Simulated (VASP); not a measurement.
# AlN (Imm2) in VASP: notebook

Runs on AlN. Level: r2SCAN. Tasks: single point.

All numbers are computed with VASP 6.6.1; they aren't measurements. Logs are shortened: lines on timing, memory, paths and dates and some standing lists are left out, and cuts for length are marked.

### 1 The cell of the first run

It takes space group Imm2 (No. 44, orthorhombic). Conventional cell: a = 3.089 Å, b = 3.089 Å, c = 4.368 Å, α = 90.00°, β = 90.00°, γ = 90.00°. Within 2.4 Å of Al (site symmetry mm2) lie 4 N at 1.77 to 2.03 Å. Within 2.4 Å of N (site symmetry mm2) lie 4 Al at 1.77 to 2.03 Å.

### 2 Single point, r2SCAN (atoms displaced along a vibrational mode)

POSCAR

```
AlN
1.0
    0.0000000000      2.1839935596      2.1839935596
    2.1839935596      0.0000000000      2.1839935596
    2.1839935596      2.1839935596      0.0000000000
Al N
1 1
Direct
    0.0178274132      0.0178274132     -0.0178274132
    0.7156592394      0.7156592394      0.7843407606
```

INCAR.step1

```
SYSTEM = AlN
PREC = Accurate
ENCUT = 520
ISMEAR = 0
SIGMA = 0.05
LREAL = .False.
LASPH = .True.
NELM = 60
NBANDS = 11
GGA = PE
ALGO = Normal
EDIFF = 1E-4
LWAVE = .True.
LCHARG = .False.
```

INCAR.step2

```
SYSTEM = AlN
PREC = Accurate
ENCUT = 520
EDIFF = 1E-7
ISMEAR = 0
SIGMA = 0.05
LREAL = .False.
LASPH = .True.
NELM = 60
ALGO = Normal
ISIF = 2
LWAVE = .False.
LCHARG = .False.
METAGGA = R2SCAN
LMIXTAU = .True.
NBANDS = 11
ISTART = 1
```

KPOINTS

```
regular mesh
0
Gamma
  10 10 10
  0 0 0
```

Potentials or basis: VASP PAW PBE potentials, release 64 (Al, N).

On the command line:

```bash
$ cat potpaw_PBE.64/Al/POTCAR potpaw_PBE.64/N/POTCAR > POTCAR
$ cp INCAR.step1 INCAR
$ mpirun -np 1 vasp_std > vasp.out
$ cp INCAR.step2 INCAR
$ mpirun -np 1 vasp_std > vasp.out
```

OUTCAR:

```text
SYSTEM = AlN
   PREC = Accurate
   ENCUT = 520
   EDIFF = 1E-7
   ISMEAR = 0
   LREAL = .False.
   LASPH = .True.
   NELM = 60
   ISIF = 2
   METAGGA = R2SCAN
   ISTART = 1

 ion  position               nearest neighbor table
   1  0.018  0.018  0.982-   2 1.77   2 1.77   2 2.03   2 2.03
   2  0.716  0.716  0.784-   1 1.77   1 1.77   1 2.03   1 2.03

  LATTYP: Found a face centered cubic cell.
 ALAT       =     4.3679871192

  Lattice vectors:

 A1 = (   0.0000000000,   2.1839935596,   2.1839935596)
 A2 = (   2.1839935596,   0.0000000000,   2.1839935596)
 A3 = (   2.1839935596,   2.1839935596,   0.0000000000)

Analysis of symmetry for initial positions (statically):
=====================================================================
 Subroutine PRICEL returns:
 Original cell was already a primitive cell.

 Routine SETGRP: Setting up the symmetry group for a
 face centered cubic supercell.

 Subroutine GETGRP returns: Found  4 space group operations
 (whereof  4 operations were pure point group operations)
 out of a pool of 48 trial point group operations.

The static configuration has the point symmetry C_2v.

Analysis of symmetry for dynamics (positions and initial velocities):
=====================================================================
 Subroutine PRICEL returns:
 Original cell was already a primitive cell.

 Routine SETGRP: Setting up the symmetry group for a
 face centered cubic supercell.

 Subroutine GETGRP returns: Found  4 space group operations
 (whereof  4 operations were pure point group operations)
 out of a pool of 48 trial point group operations.

The dynamic configuration has the point symmetry C_2v.

 Subroutine INISYM returns: Found  4 space group operations
 (whereof  4 operations are pure point group operations),
 and found     1 'primitive' translations

----------------------------------------------------------------------------------------

                                     Primitive cell

  volume of cell :      20.8345

  direct lattice vectors                    reciprocal lattice vectors
     0.000000000  2.183993560  2.183993560    -0.228938404  0.228938404  0.228938404
     2.183993560  0.000000000  2.183993560     0.228938404 -0.228938404  0.228938404
     2.183993560  2.183993560  0.000000000     0.228938404  0.228938404 -0.228938404

  length of vectors
     3.088633312  3.088633312  3.088633312     0.396532948  0.396532948  0.396532948

  position of ions in fractional coordinates (direct lattice)
     0.017827413  0.017827413  0.982172587
     0.715659239  0.715659239  0.784340761

  ion indices of the primitive-cell ions
   primitive index   ion index
                 1           1
                 2           2

----------------------------------------------------------------------------------------

 KPOINTS: regular mesh

Automatic generation of k-mesh.
 Grid dimensions read from file:
 generate k-points for:   10   10   10

 Generating k-lattice:

  Cartesian coordinates                     Fractional coordinates (reciprocal lattice)
    -0.022893840  0.022893840  0.022893840     0.100000000  0.000000000  0.000000000
     0.022893840 -0.022893840  0.022893840     0.000000000  0.100000000  0.000000000
     0.022893840  0.022893840 -0.022893840     0.000000000  0.000000000  0.100000000

  Length of vectors
     0.039653295  0.039653295  0.039653295

  Shift w.r.t. Gamma in fractional coordinates (k-lattice)
     0.000000000  0.000000000  0.000000000

 Subroutine IBZKPT returns following result:
 ===========================================

 Found    171 irreducible k-points:

 Following reciprocal coordinates:
            Coordinates               Weight
  0.000000  0.000000  0.000000      1.000000
  0.100000  0.000000  0.000000      4.000000
  0.000000  0.000000  0.100000      4.000000
  0.200000  0.000000  0.000000      4.000000
  0.000000  0.000000  0.200000      4.000000
  0.300000  0.000000  0.000000      4.000000
[... 16 lines left out ...]
  0.000000  0.400000  0.100000      8.000000
  0.100000  0.000000  0.400000      8.000000
 [... further k-points ...]
   k-points           NKPTS =    171   k-points in BZ     NKDIM =    171   number of bands    NBANDS=     11
   number of dos      NEDOS =    301   number of ions     NIONS =      2
   total plane-waves  NPLWV =  13824
   dimension x,y,z NGX =    24 NGY =   24 NGZ =   24
   dimension x,y,z NGXF=    48 NGYF=   48 NGZF=   48
   ions per type =               1   1
   NGX,Y,Z   is equivalent  to a cutoff of  12.92, 12.92, 12.92 a.u.
   NGXF,Y,Z  is equivalent  to a cutoff of  25.84, 25.84, 25.84 a.u.
 SYSTEM =  AlN
   PREC   = accura    normal or accurate (medium, high low for compatibility)
   ISTART =      1    job   : 0-new  1-cont  2-samecut
   ICHARG =      0    charge: 1-file 2-atom 10-const
   ISPIN  =      1    spin polarized calculation?
   LNONCOLLINEAR =      F non collinear calculations
   LSORBIT =      F    spin-orbit coupling
   LASPH  =      T    aspherical Exc in radial PAW
   ENCUT  =  520.0 eV  38.22 Ry    6.18 a.u.   5.74  5.74  5.74*2*pi/ulx,y,z
   NELM   =     60;   NELMIN=  2; NELMDL=  0     # of ELM steps
   EDIFF  = 0.1E-06   stopping-criterion for ELM
   LREAL  =      F    real-space projection
   EDIFFG = 0.1E-05   stopping-criterion for IOM
   NSW    =      0    number of steps for IOM
   IBRION =     -1    ionic relax: 0-MD 1-quasi-New 2-CG
   NFREE  =      0    steps in history (QN), initial steepest desc. (CG)
   ISIF   =      2    stress and relaxation
   ISYM   =      2    0-nonsym 1-usesym 2-fastsym
   POTIM  = 0.5000    time-step for ionic-motion
   TEBEG  =    0.0;   TEEND  =   0.0 temperature during run
   PSTRESS=    0.0 pullay stress
   NELECT =       8.0000    total number of electrons
   NUPDOWN=      -1.0000    fix difference up-down
   EMIN   =  10.00;   EMAX   =-10.00  energy-range for DOS
   EFERMI =   0.00;   METHOD = LEGACY
   ISMEAR =     0;   SIGMA  =   0.05  broadening in eV -4-tet -1-fermi 0-gaus
   EFERMI_NEDOS =   21; number of points for ismear=-14 and -15
   IALGO  =     38    algorithm
   IMIX   =      4    mixing-type and parameters
     AMIX     =   0.40;   BMIX     =  1.00
     AMIX_MAG =   1.60;   BMIX_MAG =  1.00
  volume/ion in A,a.u.               =      10.42        70.30
  Fermi-wavevector in a.u.,A,eV,Ry     =   1.189899  2.248583 19.263943  1.415860
  Thomas-Fermi vector in A             =   2.325996
   LORBIT       =      0    0 simple, 1 ext, 2 COOP (PROOUT), +10 PAW based schemes
   METAGGA = R2SCAN    functional components
   LHFCALC =     F    Hartree Fock is set to
   AEXX    =    0.0000 exact exchange contribution
   IVDW    =     0    specifies the selected vdW correction
   LEPSILON=     F    determine dielectric tensor
   LRPA    =     F    only Hartree local field effects (RPA)
 non-spin polarized calculation
 Gauss-broadening in eV      SIGMA  =   0.05
  energy-cutoff  :      520.00
  volume of cell :       20.83
 maximum number of plane-waves:       571
   NGX = 11   NGY = 11   NGZ = 11

 number of electron       8.0000000 magnetization

 Free energy of the ion-electron system (eV)
  ---------------------------------------------------
  ext. energy  EPLUGINS =         0.00000000
  ---------------------------------------------------
  free energy    TOTEN  =       -18.79623692 eV

  energy without entropy =      -18.79623692  energy(sigma->0) =      -18.79623692

 E-fermi :   6.4548     XC(G=0): -11.4103

 val. band max:        6.2340380031   @ k =   0.0000   0.0000   0.0000
 cond. band min:       9.5847855204   @ k =   0.0000   0.5000   0.5000
 fundamental gap:      3.3507475173
 Fermi energy:         6.4547505848

 k-point     1 :       0.0000    0.0000    0.0000
  band No.  band energies     occupation
      1     -10.0680      2.00000
      2       5.0373      2.00000
      3       5.7307      2.00000
      4       6.2340      2.00000
      5      10.4617      0.00000
      6      19.1309      0.00000
      7      19.2646      0.00000
      8      19.2964      0.00000
      9      24.0716      0.00000
     10      24.1545      0.00000
     11      25.0623      0.00000

 k-point     2 :       0.1000    0.0000    0.0000
  band No.  band energies     occupation
      1      -9.9204      2.00000
      2       4.4401      2.00000
      3       5.5591      2.00000
      4       6.1735      2.00000
      5      11.0495      0.00000
      6      18.6027      0.00000
      7      19.2774      0.00000
      8      19.7778      0.00000
      9      22.6786      0.00000
     10      22.9696      0.00000
     11      25.5239      0.00000

 k-point     3 :       0.0000    0.0000    0.1000
  band No.  band energies     occupation
      1      -9.9233      2.00000
      2       4.9905      2.00000
      3       5.1059      2.00000
      4       5.9385      2.00000
      5      11.1901      0.00000
      6      18.5611      0.00000
      7      19.4077      0.00000
      8      19.5036      0.00000
      9      23.1485      0.00000
     10      23.1970      0.00000
     11      24.7148      0.00000

 k-point     4 :       0.2000    0.0000    0.0000
  band No.  band energies     occupation
      1      -9.5018      2.00000
      2       2.9740      2.00000
      3       5.3902      2.00000
      4       6.0227      2.00000
      5      12.1400      0.00000
      6      17.7438      0.00000
      7      19.1229      0.00000
      8      19.7829      0.00000
      9      22.2370      0.00000
     10      22.4017      0.00000
     11      24.4418      0.00000
[... 239 lines left out ...]
 k-point    22 :       0.4000    0.1000    0.0000
  band No.  band energies     occupation
      1      -8.3952      2.00000
      2       0.6070      2.00000
      3       4.7948      2.00000
      4       5.4722      2.00000
      5      13.6904      0.00000
      6      15.7823      0.00000
      7      18.4353      0.00000
      8      18.5688      0.00000
      9      23.3791      0.00000
     10      25.5558      0.00000
     11      26.4308      0.00000

 k-point    23 :       0.0000    0.4000    0.1000
  band No.  band energies     occupation
      1      -8.3910      2.00000
      2       0.5769      2.00000
      3       4.9285      2.00000
      4       5.4350      2.00000
      5      13.5142      0.00000
      6      15.9954      0.00000
      7      17.9843      0.00000
      8      19.0339      0.00000
      9      22.8896      0.00000
     10      25.8891      0.00000
     11      26.3173      0.00000

 k-point    24 :       0.1000    0.0000    0.4000
  band No.  band energies     occupation
      1      -8.4301      2.00000
      2       0.9598      2.00000
      3       4.4023      2.00000
      4       5.2051      2.00000
      5      13.8364      0.00000
      6      16.0049      0.00000
      7      18.0775      0.00000
      8      18.7241      0.00000
      9      23.5583      0.00000
     10      25.2117      0.00000
     11      27.0776      0.00000

 [... further k-points ...]
[... 5 lines left out ...]
  --------------------------------------------------------------------------------------
  -------------------------------------------------------------------------------------
  Total        1.2854328      1.2854328     -0.0583213     -2.1757791      0.0000000      0.0000000
  in kB       98.8498241     98.8498241     -4.4849100   -167.3174813      0.0000000      0.0000000
  external PRESSURE =      64.4049128 kB  Pullay stress =       0.0000000 kB

 VOLUME and BASIS-vectors are now :
 -----------------------------------------------------------------------------
  energy-cutoff  :      520.00
  volume of cell :       20.83
      direct lattice vectors                 reciprocal lattice vectors
     0.000000000  2.183993560  2.183993560    -0.228938404  0.228938404  0.228938404
     2.183993560  0.000000000  2.183993560     0.228938404 -0.228938404  0.228938404
     2.183993560  2.183993560  0.000000000     0.228938404  0.228938404 -0.228938404

 POSITION                                       TOTAL-FORCE (eV/Angst)
 -----------------------------------------------------------------------------------
      2.18399      2.18399      0.07787         0.000000      0.000000     -3.277846
      3.27599      3.27599      3.12599         0.000000      0.000000      3.277846
 -----------------------------------------------------------------------------------
    total drift:                                0.000001      0.000001      0.002103

  FREE ENERGIE OF THE ION-ELECTRON SYSTEM (eV)
  ---------------------------------------------------
  free  energy   TOTEN  =       -18.7962369158 eV

  energy  without entropy=      -18.7962369158  energy(sigma->0) =      -18.79623692
```

It took 2.5 min on 1 thread of Intel Xeon 8259CL, shared host; peak memory 0.17 GiB.

Results:

```
Free energy            : -18.7962 eV
Pressure               : 6.4 GPa
Largest force          : 3.278 eV/Å
Band gap on the k mesh : 3.35 eV (least direct gap 4.23 eV)
```

Forces on the atoms (eV/Å):
```
Al   0.000  0.000 -3.278
N    0.000  0.000  3.278
```

Levels at points of the mesh, in eV from the valence-band top:
```csv
k point,band 1,band 2,band 3,band 4,band 5,band 6,band 7,band 8
"(0.00, 0.00, 0.00)",-16.30,-1.20,-0.50,0.00,4.23,12.90,13.03,13.06
"(0.50, 0.00, 0.00)",-14.27,-6.61,-1.12,-0.56,7.38,9.95,11.21,11.90
"(0.00, 0.00, 0.50)",-14.33,-6.26,-1.64,-0.81,7.63,10.26,11.29,11.55
"(0.50, 0.50, 0.00)",-13.68,-5.48,-2.84,-1.98,3.45,8.99,14.34,16.27
"(0.00, 0.50, 0.50)",-13.67,-5.54,-2.31,-2.25,3.35,8.61,14.29,16.53
```

Caveat: the cell differs from its parent crystal (atoms displaced along a vibrational mode); the cell stands under pressure; the PAW data sets were made with another functional, which shifts forces and pressure a little. A k mesh can miss the band edges.

[end of part 1 of 2]
